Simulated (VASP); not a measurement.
# Ti2Co (Fd-3m) in VASP: single point with r2SCAN

Aim: the single point of Ti2Co with r2SCAN.

Program: VASP 6.6.1. These are calculated values, not measurements. Logs are shortened: lines on timing, memory, paths and dates and some standing lists are left out, and cuts for length are marked.

### Step 1. The cell of the first run

The structure is cubic, space group Fd-3m (No. 227). Conventional cell: a = 6.832 Å, b = 6.832 Å, c = 6.832 Å, α = 90.00°, β = 90.00°, γ = 90.00°. Ti (site symmetry -3m) has 6 Ti at 2.42 Å and 6 Co at 2.83 Å within 3.2 Å. Within 3.7 Å of Co (site symmetry -43m) lie 12 Ti at 2.83 Å and 4 Co at 2.96 Å.

### Step 2. Single point, r2SCAN, collinear spin, ferromagnetic start (13.28 Å³/atom)

The input, POSCAR:

```
Ti2Co
1.0
    0.0000000000      3.4157623949      3.4157623949
    3.4157623949      0.0000000000      3.4157623949
    3.4157623949      3.4157623949      0.0000000000
Ti Co
4 2
Direct
    0.6250000000      0.6250000000      0.6250000000
    0.1250000000      0.6250000000      0.6250000000
    0.6250000000      0.6250000000      0.1250000000
    0.6250000000      0.1250000000      0.6250000000
    0.0000000000      0.0000000000      0.0000000000
    0.2500000000      0.2500000000      0.2500000000
```

The input, INCAR.step1:

```
PREC = Accurate
ENCUT = 520
ISMEAR = 0
SIGMA = 0.1
LREAL = False
LASPH = True
NELM = 150
ISPIN = 2
MAGMOM = 0.41 0.41 0.41 0.41 1.94 1.94
LMAXMIX = 4
NBANDS = 46
GGA = PE
ALGO = Normal
EDIFF = 1E-4
LWAVE = True
LCHARG = False
```

The input, INCAR.step2:

```
PREC = Accurate
ENCUT = 520
EDIFF = 1E-6
ISMEAR = 0
SIGMA = 0.1
LREAL = False
LASPH = True
NELM = 150
ALGO = Normal
ISIF = 2
LWAVE = False
LCHARG = True
ISPIN = 2
MAGMOM = 0.41 0.41 0.41 0.41 1.94 1.94
LORBIT = 11
LMAXMIX = 4
METAGGA = R2SCAN
LMIXTAU = True
LELF = True
LVHAR = True
NBANDS = 46
ISTART = 1
```

The input, KPOINTS:

```
Automatic mesh
0
Gamma
  10 10 10
```

Potentials or basis: VASP PAW PBE potentials, release 64 (Ti_sv, Co).

The run is started by

```
$ cat potpaw_PBE.64/Ti_sv/POTCAR potpaw_PBE.64/Co/POTCAR > POTCAR
$ cp INCAR.step1 INCAR
$ mpirun -np 1 vasp_std > vasp.out
$ cp INCAR.step2 INCAR
$ mpirun -np 1 vasp_std > vasp.out
```

OUTCAR:

```text
PREC = Accurate
   ENCUT = 520
   EDIFF = 1E-6
   ISMEAR = 0
   LREAL = False
   LASPH = True
   NELM = 150
   ISIF = 2
   ISPIN = 2
   LORBIT = 11
   METAGGA = R2SCAN
   ISTART = 1

 ion  position               nearest neighbor table
   1  0.625  0.625  0.625-   2 2.42   3 2.42   4 2.42   3 2.42   4 2.42   2 2.42   6 2.83   5 2.83
                             6 2.83   5 2.83   6 2.83   5 2.83
   2  0.125  0.625  0.625-   1 2.42   3 2.42   4 2.42   1 2.42   3 2.42   4 2.42   5 2.83   6 2.83
                             5 2.83   5 2.83   6 2.83   6 2.83
   3  0.625  0.625  0.125-   1 2.42   1 2.42   2 2.42   4 2.42   4 2.42   2 2.42   6 2.83   5 2.83
                             6 2.83   5 2.83   6 2.83   5 2.83
   4  0.625  0.125  0.625-   1 2.42   3 2.42   1 2.42   2 2.42   3 2.42   2 2.42   5 2.83   6 2.83
                             5 2.83   6 2.83   6 2.83   5 2.83
   5  0.000  0.000  0.000-   1 2.83   3 2.83   4 2.83   1 2.83   2 2.83   3 2.83   1 2.83   2 2.83
                             4 2.83   2 2.83   3 2.83   4 2.83   6 2.96   6 2.96   6 2.96   6 2.96
   6  0.250  0.250  0.250-   2 2.83   3 2.83   4 2.83   1 2.83   2 2.83   4 2.83   1 2.83   2 2.83
                             3 2.83   1 2.83   3 2.83   4 2.83   5 2.96   5 2.96   5 2.96   5 2.96

  LATTYP: Found a face centered cubic cell.
 ALAT       =     6.8315247898

  Lattice vectors:

 A1 = (   0.0000000000,   3.4157623949,   3.4157623949)
 A2 = (   3.4157623949,   0.0000000000,   3.4157623949)
 A3 = (   3.4157623949,   3.4157623949,   0.0000000000)

Analysis of symmetry for initial positions (statically):
=====================================================================
 Subroutine PRICEL returns:
 Original cell was already a primitive cell.

 Routine SETGRP: Setting up the symmetry group for a
 face centered cubic supercell.

 Subroutine GETGRP returns: Found 48 space group operations
 (whereof 24 operations were pure point group operations)
 out of a pool of 48 trial point group operations.

The static configuration has the point symmetry T_d .
 The point group associated with its full space group is O_h .

Analysis of symmetry for dynamics (positions and initial velocities):
=====================================================================
 Subroutine PRICEL returns:
 Original cell was already a primitive cell.

 Routine SETGRP: Setting up the symmetry group for a
 face centered cubic supercell.

 Subroutine GETGRP returns: Found 48 space group operations
 (whereof 24 operations were pure point group operations)
 out of a pool of 48 trial point group operations.

The dynamic configuration has the point symmetry T_d .
 The point group associated with its full space group is O_h .

Analysis of structural, dynamic, and magnetic symmetry:
=====================================================================
 Subroutine PRICEL returns:
 Original cell was already a primitive cell.

 Routine SETGRP: Setting up the symmetry group for a
 face centered cubic supercell.

 Subroutine GETGRP returns: Found 48 space group operations
 (whereof 24 operations were pure point group operations)
 out of a pool of 48 trial point group operations.

The overall configuration has the point symmetry T_d .
 The point group associated with its full space group is O_h .

 Subroutine INISYM returns: Found 48 space group operations
 (whereof 24 operations are pure point group operations),
 and found     1 'primitive' translations

----------------------------------------------------------------------------------------

                                     Primitive cell

  volume of cell :      79.7064

  direct lattice vectors                    reciprocal lattice vectors
     0.000000000  3.415762395  3.415762395    -0.146380205  0.146380205  0.146380205
     3.415762395  0.000000000  3.415762395     0.146380205 -0.146380205  0.146380205
     3.415762395  3.415762395  0.000000000     0.146380205  0.146380205 -0.146380205

  length of vectors
     4.830617505  4.830617505  4.830617505     0.253537952  0.253537952  0.253537952

  position of ions in fractional coordinates (direct lattice)
     0.625000000  0.625000000  0.625000000
     0.125000000  0.625000000  0.625000000
     0.625000000  0.625000000  0.125000000
     0.625000000  0.125000000  0.625000000
     0.000000000  0.000000000  0.000000000
     0.250000000  0.250000000  0.250000000

  ion indices of the primitive-cell ions
   primitive index   ion index
                 1           1
[... 61 lines left out ...]
   total plane-waves  NPLWV =  46656
   dimension x,y,z NGX =    36 NGY =   36 NGZ =   36
   dimension x,y,z NGXF=    72 NGYF=   72 NGZF=   72
   ions per type =               4   2
   NGX,Y,Z   is equivalent  to a cutoff of  12.39, 12.39, 12.39 a.u.
   NGXF,Y,Z  is equivalent  to a cutoff of  24.78, 24.78, 24.78 a.u.
 SYSTEM =  unknown system
   PREC   = accura    normal or accurate (medium, high low for compatibility)
   ISTART =      1    job   : 0-new  1-cont  2-samecut
   ICHARG =      0    charge: 1-file 2-atom 10-const
   ISPIN  =      2    spin polarized calculation?
   LNONCOLLINEAR =      F non collinear calculations
   LSORBIT =      F    spin-orbit coupling
   LASPH  =      T    aspherical Exc in radial PAW
   ENCUT  =  520.0 eV  38.22 Ry    6.18 a.u.   8.98  8.98  8.98*2*pi/ulx,y,z
   NELM   =    150;   NELMIN=  2; NELMDL=  0     # of ELM steps
   EDIFF  = 0.1E-05   stopping-criterion for ELM
   LREAL  =      F    real-space projection
   EDIFFG = 0.1E-04   stopping-criterion for IOM
   NSW    =      0    number of steps for IOM
   IBRION =     -1    ionic relax: 0-MD 1-quasi-New 2-CG
   NFREE  =      0    steps in history (QN), initial steepest desc. (CG)
   ISIF   =      2    stress and relaxation
   ISYM   =      2    0-nonsym 1-usesym 2-fastsym
   POTIM  = 0.5000    time-step for ionic-motion
   TEBEG  =    0.0;   TEEND  =   0.0 temperature during run
   PSTRESS=    0.0 pullay stress
   NELECT =      66.0000    total number of electrons
   NUPDOWN=      -1.0000    fix difference up-down
   EMIN   =  10.00;   EMAX   =-10.00  energy-range for DOS
   EFERMI =   0.00;   METHOD = LEGACY
   ISMEAR =     0;   SIGMA  =   0.10  broadening in eV -4-tet -1-fermi 0-gaus
   EFERMI_NEDOS =   21; number of points for ismear=-14 and -15
   IALGO  =     38    algorithm
   IMIX   =      4    mixing-type and parameters
     AMIX     =   0.40;   BMIX     =  1.00
     AMIX_MAG =   1.60;   BMIX_MAG =  1.00
  volume/ion in A,a.u.               =      13.28        89.65
  Fermi-wavevector in a.u.,A,eV,Ry     =   1.537300  2.905075 32.154510  2.363290
  Thomas-Fermi vector in A             =   2.643828
   LORBIT       =     11    0 simple, 1 ext, 2 COOP (PROOUT), +10 PAW based schemes
   METAGGA = R2SCAN    functional components
   LHFCALC =     F    Hartree Fock is set to
   AEXX    =    0.0000 exact exchange contribution
   IVDW    =     0    specifies the selected vdW correction
   LEPSILON=     F    determine dielectric tensor
   LRPA    =     F    only Hartree local field effects (RPA)
 spin polarized calculation
 Gauss-broadening in eV      SIGMA  =   0.10
  energy-cutoff  :      520.00
  volume of cell :       79.71
 maximum number of plane-waves:      2166
   NGX = 17   NGY = 17   NGZ = 17

 number of electron      66.0000005 magnetization       4.1788029

 Free energy of the ion-electron system (eV)
  ---------------------------------------------------
  ext. energy  EPLUGINS =         0.00000000
  ---------------------------------------------------
  free energy    TOTEN  =       -74.71659372 eV

  energy without entropy =      -74.69053108  energy(sigma->0) =      -74.70356240

 E-fermi :   9.9137     XC(G=0): -13.6363

 val. band max:        9.9131297037   @ k =  -0.4000   0.2000   0.0000
 cond. band min:       9.9304299978   @ k =  -0.2000   0.3000   0.1000
 fundamental gap:      0.0173002941
 Fermi energy:         9.9137191625

 spin component 1

 k-point     1 :       0.0000    0.0000    0.0000
  band No.  band energies     occupation
      1     -49.1070      1.00000
      2     -48.4617      1.00000
      3     -48.4617      1.00000
      4     -48.4617      1.00000
      5     -26.1110      1.00000
      6     -24.6904      1.00000
[... 1141 lines left out ...]
     44      12.8563      0.00000
     45      13.8189      0.00000

 [... further k-points ...]

 spin component 2

 k-point     1 :       0.0000    0.0000    0.0000
  band No.  band energies     occupation
      1     -48.6564      1.00000
      2     -48.0295      1.00000
      3     -48.0295      1.00000
      4     -48.0295      1.00000
      5     -25.5073      1.00000
      6     -24.2284      1.00000
[... 1141 lines left out ...]
     44      13.5713      0.00000
     45      14.0925      0.00000

 [... further k-points ...]

 [bands above 45 left out]

------------------------ aborting loop because EDIFF is reached ----------------------------------------

  FORCE on cell =-STRESS in cart. coord.  units (eV):
  Direction    XX          YY          ZZ          XY          YZ          ZX
  --------------------------------------------------------------------------------------
  -------------------------------------------------------------------------------------
  Total        8.7698838      8.7698838      8.7698838      0.0000000      0.0000000      0.0000000
  in kB      176.2834202    176.2834202    176.2834202      0.0000000      0.0000000      0.0000000
  external PRESSURE =     176.2834202 kB  Pullay stress =       0.0000000 kB

 VOLUME and BASIS-vectors are now :
 -----------------------------------------------------------------------------
  energy-cutoff  :      520.00
  volume of cell :       79.71
      direct lattice vectors                 reciprocal lattice vectors
     0.000000000  3.415762395  3.415762395    -0.146380205  0.146380205  0.146380205
     3.415762395  0.000000000  3.415762395     0.146380205 -0.146380205  0.146380205
     3.415762395  3.415762395  0.000000000     0.146380205  0.146380205 -0.146380205

 POSITION                                       TOTAL-FORCE (eV/Angst)
 -----------------------------------------------------------------------------------
      4.26970      4.26970      4.26970         0.000000      0.000000     -0.000000
      4.26970      2.56182      2.56182         0.000000      0.000000     -0.000000
      2.56182      2.56182      4.26970         0.000000      0.000000     -0.000000
      2.56182      4.26970      2.56182         0.000000      0.000000     -0.000000
      0.00000      0.00000      0.00000         0.000000      0.000000      0.000000
      1.70788      1.70788      1.70788        -0.000000     -0.000000     -0.000000
 -----------------------------------------------------------------------------------
    total drift:                                0.000000      0.000000      0.000000

  FREE ENERGIE OF THE ION-ELECTRON SYSTEM (eV)
  ---------------------------------------------------
  free  energy   TOTEN  =       -74.7165937227 eV

  energy  without entropy=      -74.6905310788  energy(sigma->0) =      -74.70356240

 total charge

# of ion       s       p       d       tot
------------------------------------------
    1        2.294   6.154   2.243  10.691
    2        2.294   6.154   2.243  10.691
    3        2.294   6.154   2.243  10.691
    4        2.294   6.154   2.243  10.691
    5        0.466   0.483   7.138   8.087
    6        0.466   0.483   7.138   8.087
--------------------------------------------------
tot         10.106  25.582  23.250  58.938

 magnetization (x)

# of ion       s       p       d       tot
------------------------------------------
    1        0.006  -0.007   0.381   0.380
    2        0.006  -0.007   0.381   0.380
    3        0.006  -0.007   0.381   0.380
    4        0.006  -0.007   0.381   0.380
    5        0.014  -0.027   1.483   1.469
    6        0.014  -0.027   1.483   1.469
--------------------------------------------------
tot          0.050  -0.083   4.491   4.457
```

Wall time 75 min (1 thread of Oxide Virtual Turin-like, shared host); peak memory 0.39 GiB.

Results:

```yaml
Free_energy: -74.7166 eV
Pressure: 17.6 GPa
Net_moment: 4.18 μB per cell
Site_moments: Ti +0.38; Co +1.47 μB
Valence_electrons_inside_the_program's_atomic_spheres: Ti 10.69; Co 8.09
```

Levels at points of the mesh, in eV from the Fermi level:
Spin up:
```tsv
k point	band 32	band 33	band 34	band 35	band 36	band 37	band 38	band 39
(0.00, 0.00, 0.00)	-0.97	-0.97	-0.97	-0.78	-0.78	3.82	3.82	3.82
(0.50, 0.00, 0.00)	-1.21	-0.41	-0.41	0.29	0.30	0.74	1.01	1.07
(0.50, 0.50, 0.00)	-0.99	-0.27	-0.27	-0.22	-0.22	1.11	1.11	1.30
```
Spin down:
```
           k point  band 27  band 28  band 29  band 30  band 31  band 32  band 33  band 34  band 35  band 36
(0.00, 0.00, 0.00)    -0.81    -0.81    -0.57    -0.57    -0.57     0.48     0.48     0.75     0.75     0.75
(0.50, 0.00, 0.00)    -0.83    -0.83    -0.33    -0.33    -0.11     0.02     0.02     0.29     1.01     1.57
(0.50, 0.50, 0.00)    -1.18    -1.18    -1.10    -1.10     0.17     0.17     0.68     0.68     1.32     1.32
```

Caveat: the cell stands under pressure; the PAW data sets were made with another functional, which shifts forces and pressure a little.
